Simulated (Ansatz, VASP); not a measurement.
# Two plane-wave programs on Ga

```xyz
1
Lattice="2.7160 0.0000 0.0000 0.0000 2.7160 0.0000 0.0000 0.0000 2.7160" Properties=species:S:1:pos:R:3 pbc="T T T"
Ga    0.0000    0.0000    0.0000
```

Alike in both runs: functional PBE; k mesh 20 × 20 × 20; occupations gaussian, width 0.1 eV; no spin polarisation.

Ansatz relaxed the structure, and its values are those at the end. VASP's run is a single point on that final structure, the one shown.

|  | VASP | Ansatz |
| --- | --- | --- |
| version | VASP 6.6.1 | Ansatz 0.2.0 |
| potentials or method | VASP PAW PBE potentials, release 64 (Ga_d), cutoff 520 eV | scalar-relativistic, plane waves, PAW |
| valence electrons in the cell | 13 | 13 |

|  | VASP | Ansatz | Ansatz less VASP |
| --- | --- | --- | --- |
| gap on the k mesh at the Fermi level (eV) | none | none | - |
| pressure (GPa) | 0.2 | 0.0 | -0.12 |

A gap of «none» marks a metal or a gap that the smearing closes. With one functional, cell and mesh, what is left measures potentials, basis and numerics.
